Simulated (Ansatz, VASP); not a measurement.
## AlNi: VASP beside Ansatz

INCAR

```
SYSTEM = AlNi
ALGO = Normal ; EDIFF = 1E-7
ENCUT = 520 ; GGA = PE
ISIF = 2 ; ISMEAR = -1
LASPH = .TRUE. ; LCHARG = .FALSE.
LREAL = .FALSE. ; LWAVE = .FALSE.
NBANDS = 14 ; NELM = 100
PREC = Accurate ; SIGMA = 0.08
```

KPOINTS

```
k-points
0
G
  14 14 14
  0 0 0
```

The input POSCAR:

```
AlNi
1.0
    2.8343371620      0.0000000000      0.0000000000
    0.0000000000      2.8343371620      0.0000000000
    0.0000000000      0.0000000000      2.8343371620
Ni Al
1 1
Direct
    0.0000000000      0.0000000000      0.0000000000
    0.5000000000      0.5000000000      0.5000000000
```

Input for Ansatz:

```yaml
crystal:
  lattice:
    - [2.834337162, 0.0, 0.0]
    - [0.0, 2.834337162, 0.0]
    - [0.0, 0.0, 2.834337162]
  atoms:
    - { symbol: Ni, position: [0.0, 0.0, 0.0] }
    - { symbol: Al, position: [0.5, 0.5, 0.5] }
kpoints:
  mp_grid: { grid: [14, 14, 14] }
scf:
  occupations: { method: fermi_dirac, width: 0.08 }
hamiltonian:
  xc: pbe
  pseudopotentials: { kind: all_electron, lapw: { basis_error: 0.001 } }
output:
  forces: true
  stress: true
  eigenvalues: true
  populations: true
```

Change from the starting cell: volume scaled by 0.94, LAPW.

Alike in both runs: task single point; functional PBE; k mesh 14 × 14 × 14; occupations fermi-dirac, width 0.08 eV; no spin polarisation.

```csv
,VASP,Ansatz
version,VASP 6.6.1,Ansatz 0.2.0
potentials or method,"VASP PAW PBE potentials, release 64 (Ni, Al), cutoff 520 eV","all-electron LAPW, scalar-relativistic"
```

```tsv
	VASP	Ansatz	Ansatz less VASP
pressure (GPa)	11.2	11.2	-0.04
```

Ansatz ran all-electron here, and VASP with PAW potentials.
